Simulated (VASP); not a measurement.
# MnS (Fm-3m) in VASP: notebook

Runs on MnS. Level: PBE+D3(BJ). Tasks: single point, relaxation of cell and atoms.

Everything below comes from runs of VASP 6.6.1. Logs are shortened: lines on timing, memory, paths and dates and some standing lists are left out, and cuts for length are marked.

## Step 1: The cell of the first run

Symmetry: Fm-3m, No. 225, cubic system. Conventional cell: a = 5.021 Å, b = 5.021 Å, c = 5.021 Å, α = 90.00°, β = 90.00°, γ = 90.00°. Within 3.3 Å of Mn (site symmetry m-3m) lie 6 S at 2.51 Å. S (site symmetry m-3m) has 6 Mn at 2.51 Å within 3.3 Å.

## Step 2: Single point, PBE+D3(BJ), collinear spin, ferromagnetic start

Input file INCAR:

```
PREC = Accurate
ENCUT = 520
EDIFF = 1E-7
ISMEAR = 0
SIGMA = 0.1
LREAL = False
LASPH = True
NELM = 150
ALGO = Normal
ISIF = 2
LWAVE = False
LCHARG = False
ISPIN = 2
MAGMOM = 4.42 0.14
LORBIT = 11
LMAXMIX = 4
GGA = PE
IVDW = 12
NBANDS = 20
```

Input file KPOINTS:

```
regular mesh
0
Gamma
  14 14 14
```

Input file POSCAR:

```
MnS
1.0
    0.0000000000      2.5104238940      2.5104238940
    2.5104238940      0.0000000000      2.5104238940
    2.5104238940      2.5104238940      0.0000000000
Mn S
1 1
Direct
    0.0000000000      0.0000000000      0.0000000000
    0.5000000000      0.5000000000      0.5000000000
```

Potentials or basis: VASP PAW PBE potentials, release 64 (Mn_pv, S).

Started as:

```
> cat potpaw_PBE.64/Mn_pv/POTCAR potpaw_PBE.64/S/POTCAR > POTCAR
> mpirun -np 1 vasp_std > vasp.out
```

OUTCAR:

```text
PREC = Accurate
   ENCUT = 520
   EDIFF = 1E-7
   ISMEAR = 0
   LREAL = False
   LASPH = True
   NELM = 150
   ISIF = 2
   ISPIN = 2
   LORBIT = 11
   GGA = PE
   IVDW = 12
 IVDW          = 12

 ion  position               nearest neighbor table
   1  0.000  0.000  0.000-   2 2.51   2 2.51   2 2.51   2 2.51   2 2.51   2 2.51
   2  0.500  0.500  0.500-   1 2.51   1 2.51   1 2.51   1 2.51   1 2.51   1 2.51

  LATTYP: Found a face centered cubic cell.
 ALAT       =     5.0208477880

  Lattice vectors:

 A1 = (   0.0000000000,   2.5104238940,   2.5104238940)
 A2 = (   2.5104238940,   0.0000000000,   2.5104238940)
 A3 = (   2.5104238940,   2.5104238940,   0.0000000000)

Analysis of symmetry for initial positions (statically):
=====================================================================
 Subroutine PRICEL returns:
 Original cell was already a primitive cell.

 Routine SETGRP: Setting up the symmetry group for a
 face centered cubic supercell.

 Subroutine GETGRP returns: Found 48 space group operations
 (whereof 48 operations were pure point group operations)
 out of a pool of 48 trial point group operations.

The static configuration has the point symmetry O_h .

Analysis of symmetry for dynamics (positions and initial velocities):
=====================================================================
 Subroutine PRICEL returns:
 Original cell was already a primitive cell.

 Routine SETGRP: Setting up the symmetry group for a
 face centered cubic supercell.

 Subroutine GETGRP returns: Found 48 space group operations
 (whereof 48 operations were pure point group operations)
 out of a pool of 48 trial point group operations.

The dynamic configuration has the point symmetry O_h .

Analysis of structural, dynamic, and magnetic symmetry:
=====================================================================
 Subroutine PRICEL returns:
 Original cell was already a primitive cell.

 Routine SETGRP: Setting up the symmetry group for a
 face centered cubic supercell.

 Subroutine GETGRP returns: Found 48 space group operations
 (whereof 48 operations were pure point group operations)
 out of a pool of 48 trial point group operations.

The overall configuration has the point symmetry O_h .

 Subroutine INISYM returns: Found 48 space group operations
 (whereof 48 operations are pure point group operations),
 and found     1 'primitive' translations

----------------------------------------------------------------------------------------

                                     Primitive cell

  volume of cell :      31.6425

  direct lattice vectors                    reciprocal lattice vectors
     0.000000000  2.510423894  2.510423894    -0.199169551  0.199169551  0.199169551
     2.510423894  0.000000000  2.510423894     0.199169551 -0.199169551  0.199169551
     2.510423894  2.510423894  0.000000000     0.199169551  0.199169551 -0.199169551

  length of vectors
     3.550275518  3.550275518  3.550275518     0.344971782  0.344971782  0.344971782

  position of ions in fractional coordinates (direct lattice)
     0.000000000  0.000000000  0.000000000
     0.500000000  0.500000000  0.500000000

  ion indices of the primitive-cell ions
   primitive index   ion index
                 1           1
                 2           2

----------------------------------------------------------------------------------------

 KPOINTS: regular mesh

Automatic generation of k-mesh.
 Grid dimensions read from file:
 generate k-points for:   14   14   14

 Generating k-lattice:

  Cartesian coordinates                     Fractional coordinates (reciprocal lattice)
    -0.014226397  0.014226397  0.014226397     0.071428571  0.000000000  0.000000000
     0.014226397 -0.014226397  0.014226397     0.000000000  0.071428571  0.000000000
     0.014226397  0.014226397 -0.014226397     0.000000000  0.000000000  0.071428571

  Length of vectors
     0.024640842  0.024640842  0.024640842

  Shift w.r.t. Gamma in fractional coordinates (k-lattice)
     0.000000000  0.000000000  0.000000000

 Subroutine IBZKPT returns following result:
 ===========================================

 Found    104 irreducible k-points:

 Following reciprocal coordinates:
            Coordinates               Weight
  0.000000  0.000000  0.000000      1.000000
  0.071429  0.000000  0.000000      8.000000
  0.142857  0.000000  0.000000      8.000000
  0.214286  0.000000  0.000000      8.000000
  0.285714  0.000000  0.000000      8.000000
  0.357143  0.000000  0.000000      8.000000
[... 16 lines left out ...]
  0.214286  0.142857  0.000000     24.000000
  0.285714  0.142857  0.000000     24.000000
 [... further k-points ...]
   k-points           NKPTS =    104   k-points in BZ     NKDIM =    104   number of bands    NBANDS=     20
   number of dos      NEDOS =    301   number of ions     NIONS =      2
   total plane-waves  NPLWV =  21952
   dimension x,y,z NGX =    28 NGY =   28 NGZ =   28
   dimension x,y,z NGXF=    56 NGYF=   56 NGZF=   56
   ions per type =               1   1
   NGX,Y,Z   is equivalent  to a cutoff of  13.11, 13.11, 13.11 a.u.
   NGXF,Y,Z  is equivalent  to a cutoff of  26.22, 26.22, 26.22 a.u.
 SYSTEM =  unknown system
   PREC   = accura    normal or accurate (medium, high low for compatibility)
   ISTART =      0    job   : 0-new  1-cont  2-samecut
   ICHARG =      2    charge: 1-file 2-atom 10-const
   ISPIN  =      2    spin polarized calculation?
   LNONCOLLINEAR =      F non collinear calculations
   LSORBIT =      F    spin-orbit coupling
   LASPH  =      T    aspherical Exc in radial PAW
   ENCUT  =  520.0 eV  38.22 Ry    6.18 a.u.   6.60  6.60  6.60*2*pi/ulx,y,z
   NELM   =    150;   NELMIN=  2; NELMDL= -5     # of ELM steps
   EDIFF  = 0.1E-06   stopping-criterion for ELM
   LREAL  =      F    real-space projection
   EDIFFG = 0.1E-05   stopping-criterion for IOM
   NSW    =      0    number of steps for IOM
   IBRION =     -1    ionic relax: 0-MD 1-quasi-New 2-CG
   NFREE  =      0    steps in history (QN), initial steepest desc. (CG)
   ISIF   =      2    stress and relaxation
   ISYM   =      2    0-nonsym 1-usesym 2-fastsym
   POTIM  = 0.5000    time-step for ionic-motion
   TEBEG  =    0.0;   TEEND  =   0.0 temperature during run
   PSTRESS=    0.0 pullay stress
   NELECT =      19.0000    total number of electrons
   NUPDOWN=      -1.0000    fix difference up-down
   EMIN   =  10.00;   EMAX   =-10.00  energy-range for DOS
   EFERMI =   0.00;   METHOD = LEGACY
   ISMEAR =     0;   SIGMA  =   0.10  broadening in eV -4-tet -1-fermi 0-gaus
   EFERMI_NEDOS =   21; number of points for ismear=-14 and -15
   IALGO  =     38    algorithm
   IMIX   =      4    mixing-type and parameters
     AMIX     =   0.40;   BMIX     =  1.00
     AMIX_MAG =   1.60;   BMIX_MAG =  1.00
  volume/ion in A,a.u.               =      15.82       106.77
  Fermi-wavevector in a.u.,A,eV,Ry     =   1.381133  2.609964 25.953515  1.907530
  Thomas-Fermi vector in A             =   2.505946
   LORBIT       =     11    0 simple, 1 ext, 2 COOP (PROOUT), +10 PAW based schemes
   GGA     = PE    functional components
   LHFCALC =     F    Hartree Fock is set to
   AEXX    =    0.0000 exact exchange contribution
   IVDW    =    12    specifies the selected vdW correction
   LEPSILON=     F    determine dielectric tensor
   LRPA    =     F    only Hartree local field effects (RPA)
 spin polarized calculation
 Gauss-broadening in eV      SIGMA  =   0.10
  energy-cutoff  :      520.00
  volume of cell :       31.64
 maximum number of plane-waves:       881
   NGX = 13   NGY = 13   NGZ = 13

 number of electron      19.0000006 magnetization       4.3817139

 Free energy of the ion-electron system (eV)
  ---------------------------------------------------
  ext. energy  EPLUGINS =         0.00000000
  ---------------------------------------------------
  free energy    TOTEN  =       -14.07458568 eV

  energy without entropy =      -14.06965095  energy(sigma->0) =      -14.07211832

 E-fermi :   7.9196     XC(G=0): -11.2067

 val. band max:        7.9159085484   @ k =   0.5000   0.2857   0.0714
 cond. band min:       7.9223096202   @ k =   0.5000   0.1429   0.0000
 fundamental gap:      0.0064010717
 Fermi energy:         7.9195549045

 spin component 1

 k-point     1 :       0.0000    0.0000    0.0000
  band No.  band energies     occupation
      1     -42.6184      1.00000
      2     -42.6184      1.00000
      3     -42.6184      1.00000
      4      -7.4588      1.00000
      5       4.5101      1.00000
      6       4.5101      1.00000
[... 12 lines left out ...]
     19      20.2404      0.00000
     20      21.2011      0.00000

 k-point     2 :       0.0714    0.0000    0.0000
  band No.  band energies     occupation
      1     -42.6191      1.00000
      2     -42.6185      1.00000
      3     -42.6185      1.00000
      4      -7.3977      1.00000
      5       4.3431      1.00000
      6       4.3646      1.00000
[... 12 lines left out ...]
     19      19.2914      0.00000
     20      21.2843      0.00000

 k-point     3 :       0.1429    0.0000    0.0000
  band No.  band energies     occupation
      1     -42.6211      1.00000
      2     -42.6188      1.00000
      3     -42.6188      1.00000
      4      -7.2189      1.00000
      5       3.7424      1.00000
      6       3.9358      1.00000
[... 12 lines left out ...]
     19      19.9248      0.00000
     20      21.9565      0.00000

 k-point     4 :       0.2143    0.0000    0.0000
  band No.  band energies     occupation
      1     -42.6239      1.00000
      2     -42.6192      1.00000
      3     -42.6192      1.00000
      4      -6.9381      1.00000
      5       2.8138      1.00000
      6       3.5100      1.00000
[... 429 lines left out ...]
 k-point    23 :       0.2143    0.1429    0.0000
  band No.  band energies     occupation
      1     -42.6228      1.00000
      2     -42.6199      1.00000
      3     -42.6198      1.00000
      4      -6.9474      1.00000
      5       2.6929      1.00000
      6       3.8950      1.00000
[... 12 lines left out ...]
     19      21.8196      0.00000
     20      23.2987      0.00000

 k-point    24 :       0.2857    0.1429    0.0000
  band No.  band energies     occupation
      1     -42.6254      1.00000
      2     -42.6205      1.00000
      3     -42.6202      1.00000
      4      -6.6633      1.00000
      5       2.1300      1.00000
      6       3.3742      1.00000
[... 12 lines left out ...]
     19      21.8331      0.00000
     20      24.7501      0.00000

 [... further k-points ...]

 spin component 2

 k-point     1 :       0.0000    0.0000    0.0000
  band No.  band energies     occupation
      1     -38.3689      1.00000
      2     -38.3689      1.00000
      3     -38.3689      1.00000
      4      -7.1788      1.00000
      5       6.1033      1.00000
      6       6.1033      1.00000
[... 12 lines left out ...]
     19      21.3004      0.00000
     20      22.8139      0.00000

 k-point     2 :       0.0714    0.0000    0.0000
  band No.  band energies     occupation
      1     -38.3698      1.00000
      2     -38.3690      1.00000
      3     -38.3690      1.00000
      4      -7.1197      1.00000
      5       5.6384      1.00000
      6       5.8805      1.00000
[... 12 lines left out ...]
     19      20.5152      0.00000
     20      22.8566      0.00000

 k-point     3 :       0.1429    0.0000    0.0000
  band No.  band energies     occupation
      1     -38.3724      1.00000
      2     -38.3694      1.00000
      3     -38.3694      1.00000
      4      -6.9473      1.00000
      5       4.6539      1.00000
      6       5.4339      1.00000
[... 12 lines left out ...]
     19      20.4632      0.00000
     20      23.1904      0.00000

 k-point     4 :       0.2143    0.0000    0.0000
  band No.  band energies     occupation
      1     -38.3763      1.00000
      2     -38.3699      1.00000
      3     -38.3699      1.00000
      4      -6.6774      1.00000
      5       3.5473      1.00000
      6       4.9795      1.00000
[... 429 lines left out ...]
 k-point    23 :       0.2143    0.1429    0.0000
  band No.  band energies     occupation
      1     -38.3747      1.00000
      2     -38.3709      1.00000
      3     -38.3707      1.00000
      4      -6.6840      1.00000
      5       3.6872      1.00000
      6       5.0894      1.00000
[... 12 lines left out ...]
     19      22.3003      0.00000
     20      24.5293      0.00000

 k-point    24 :       0.2857    0.1429    0.0000
  band No.  band energies     occupation
      1     -38.3781      1.00000
      2     -38.3715      1.00000
      3     -38.3712      1.00000
      4      -6.4106      1.00000
      5       2.9491      1.00000
      6       4.5741      1.00000
[... 12 lines left out ...]
     19      22.7624      0.00000
     20      25.4079      0.00000

 [... further k-points ...]

------------------------ aborting loop because EDIFF is reached ----------------------------------------

 Edisp (eV)   -0.91322

 E8    (eV) :    -0.3765

  FORCE on cell =-STRESS in cart. coord.  units (eV):
  Direction    XX          YY          ZZ          XY          YZ          ZX
  --------------------------------------------------------------------------------------
  -------------------------------------------------------------------------------------
  Total       0.01690     0.01690     0.01690     0.00000     0.00000    -0.00000
  in kB       0.85588     0.85588     0.85588     0.00000     0.00000    -0.00000
  external pressure =        0.86 kB  Pullay stress =        0.00 kB

 VOLUME and BASIS-vectors are now :
 -----------------------------------------------------------------------------
  energy-cutoff  :      520.00
  volume of cell :       31.64
      direct lattice vectors                 reciprocal lattice vectors
     0.000000000  2.510423894  2.510423894    -0.199169551  0.199169551  0.199169551
     2.510423894  0.000000000  2.510423894     0.199169551 -0.199169551  0.199169551
     2.510423894  2.510423894  0.000000000     0.199169551  0.199169551 -0.199169551

 POSITION                                       TOTAL-FORCE (eV/Angst)
 -----------------------------------------------------------------------------------
      0.00000      0.00000      0.00000        -0.000000      0.000000     -0.000000
      2.51042      2.51042      2.51042         0.000000     -0.000000      0.000000
 -----------------------------------------------------------------------------------
    total drift:                               -0.000000      0.000000      0.000000

  FREE ENERGIE OF THE ION-ELECTRON SYSTEM (eV)
  ---------------------------------------------------
  free  energy   TOTEN  =       -14.9878065104 eV

  energy  without entropy=      -14.9828717789  energy(sigma->0) =      -14.98533914

 total charge

# of ion       s       p       d       tot
------------------------------------------
    1        0.235   6.198   4.988  11.421
    2        1.329   2.420   0.000   3.749
--------------------------------------------------
tot          1.564   8.618   4.988  15.170

 magnetization (x)

# of ion       s       p       d       tot
------------------------------------------
    1        0.053   0.043   3.913   4.010
    2        0.028   0.053   0.000   0.081
--------------------------------------------------
tot          0.081   0.096   3.913   4.091
```

It took 65 s on 1 thread of Intel Xeon 6975P-C (Granite Rapids), shared host; peak memory 0.25 GiB.

What came out:

| Property | Result |
| --- | --- |
| Free energy | -14.9878 eV |
| Pressure | 0.1 GPa |
| Net moment | 4.38 μB per cell |
| Site moments | Mn +4.01; S +0.08 μB |
| Valence electrons inside the program's atomic spheres | Mn 11.42; S 3.75 |
| Dispersion energy per atom | -0.457 eV |

Caveat: a cell with one magnetic atom can't hold antiferromagnetic order, which such compounds often take; semilocal functionals often make such compounds metallic where correlation or magnetic order opens a gap, which also shifts bond lengths.

## Step 3: Relaxation of cell and atoms, PBE+D3(BJ), collinear spin, ferromagnetic start

This run uses another cell than the first one, of 16.53 Å³/atom.

Input file INCAR:

```
ALGO = Normal ; EDIFF = 1E-6
EDIFFG = -0.005 ; ENCUT = 600
GGA = PE ; IBRION = 2
ISIF = 3 ; ISMEAR = 0
ISPIN = 2 ; IVDW = 12
LASPH = T ; LCHARG = F
LMAXMIX = 4 ; LORBIT = 11
LREAL = F ; LWAVE = F
MAGMOM = 4.42 0.14 ; NELM = 150
NSW = 70 ; PREC = Accurate
SIGMA = 0.1
```

Input file KPOINTS:

```
k-points
0
Gamma
  14 14 14
```

Input file POSCAR:

```
MnS
1.0
    0.0000000000      2.5476020649      2.5476020649
    2.5476020649      0.0000000000      2.5476020649
    2.5476020649      2.5476020649      0.0000000000
Mn S
1 1
Direct
    0.0000000000      0.0000000000      0.0000000000
    0.5000000000      0.5000000000      0.5000000000
```

Potentials or basis: VASP PAW PBE potentials, release 64 (Mn_pv, S).

Started as:

```
> cat potpaw_PBE.64/Mn_pv/POTCAR potpaw_PBE.64/S/POTCAR > POTCAR
> mpirun -np 1 vasp_std > vasp.out
```

It took 10 min on 1 thread of Intel Xeon 6975P-C (Granite Rapids), shared host; peak memory 0.28 GiB.

Results (log left out):

- Free energy: -14.9883 eV
- Relaxed volume: 15.82 Å³/atom
- Relaxed cell: a = 3.550 Å, b = 3.550 Å, c = 3.550 Å, α = 60.00°, β = 60.00°, γ = 60.00°
- Space group after relaxing (to 0.1 Å): Fm-3m (No. 225)
- Energy gained by relaxing: 12.6 meV/atom
- Ionic steps: 12
- Pressure after relaxing: 0.0 GPa
- Net moment: 4.38 μB per cell
- Site moments: Mn +4.01; S +0.08 μB
- Valence electrons inside the program's atomic spheres: Mn 11.42; S 3.75
- Dispersion energy per atom: -0.457 eV

Step by step:
```tsv
step	energy change (eV)	largest force (eV/Å)	pressure (GPa)	volume (Å³)
1	0.0000	0.0000	-4.29	33.07
2	0.2401	0.0000	29.59	30.99
3	-0.0071	0.0000	-3.78	32.79
4	-0.0120	0.0000	-3.46	32.57
5	-0.0245	0.0000	-1.48	31.78
6	-0.0045	0.0000	46.67	31.38
7	-0.0247	0.0000	-1.28	31.75
8	-0.0250	0.0000	1.37	31.60
9	-0.0252	0.0000	-0.54	31.68
10	-0.0252	0.0000	0.19	31.64
11	-0.0250	0.0000	-1.04	31.72
12	-0.0252	0.0000	0.02	31.65
```

Final structure:
```
Mn S
1.0
     0.00000    2.51053    2.51053
     2.51053    0.00000    2.51053
     2.51053    2.51053    0.00000
Mn S
1 1
Direct
  0.00000 0.00000 0.00000
  0.50000 0.50000 0.50000
```

Levels at points of the mesh, in eV from the Fermi level:
Spin up:
```tsv
k point	band 9	band 10	band 11	band 12	band 13	band 14	band 15
(0.00, 0.00, 0.00)	-3.30	-2.01	-2.01	-2.01	2.61	8.85	8.85
(0.50, 0.00, 0.00)	-2.73	-2.30	0.83	0.83	2.90	5.49	5.49
(0.50, 0.50, 0.00)	-2.98	-2.56	-2.56	-1.94	1.14	5.65	11.14
```
Spin down:
```tsv
k point	band 4	band 5	band 6	band 7	band 8	band 9	band 10	band 11
(0.00, 0.00, 0.00)	-15.10	-1.82	-1.82	-1.82	-0.03	-0.03	-0.03	0.07
(0.50, 0.00, 0.00)	-13.53	-7.14	-3.85	-3.85	1.15	1.15	1.39	3.35
(0.50, 0.50, 0.00)	-13.36	-6.25	-3.55	-3.55	-1.36	0.58	1.44	1.44
```

Caveat: a cell with one magnetic atom can't hold antiferromagnetic order, which such compounds often take; semilocal functionals often make such compounds metallic where correlation or magnetic order opens a gap, which also shifts bond lengths. With open d or f shells a metallic result of PBE can be an artefact of self-interaction; +U or a hybrid may open a gap.
